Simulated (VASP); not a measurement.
Fe, 2 atoms in the cell. It takes space group P6_3/mmc (No. 194, hexagonal). The conventional cell has a = 2.434 Å, b = 2.434 Å, c = 3.842 Å, α = 90.00°, β = 90.00°, γ = 120.00°. Within 3.1 Å of Fe (site symmetry -6m2) lie 12 Fe at 2.38 to 2.43 Å. 

```yaml
Program: VASP 6.6.1
Task: single point
Functional: PBEsol
Potentials_or_basis: VASP PAW PBE potentials, release 64 (Fe)
Cutoff: 520 eV
k_mesh: 12 × 12 × 7
Occupations: fermi-dirac, width 0.05 eV
Spin: no spin polarisation
Dipole_correction: no
Further_INCAR_settings: ALGO = Normal; EDIFF = 1e-07; NBANDS = 15
```

Potentials or basis: VASP PAW PBE potentials, release 64 (Fe).

Launch:

```bash
$ cat potpaw_PBE.64/Fe/POTCAR > POTCAR
$ mpirun -np 1 vasp_std > vasp.out
```

Hardware: 1 thread of Intel(R) Xeon(R) Platinum 8488C (Sapphire Rapids), with other jobs on the host.

**Question.** How long does it take, and how much memory?

**Answer.** Wall time 17 s on 1 thread of Intel(R) Xeon(R) Platinum 8488C (Sapphire Rapids) (shared host), peak memory 0.13 GiB. Counts: scf iterations 15, k points 76.
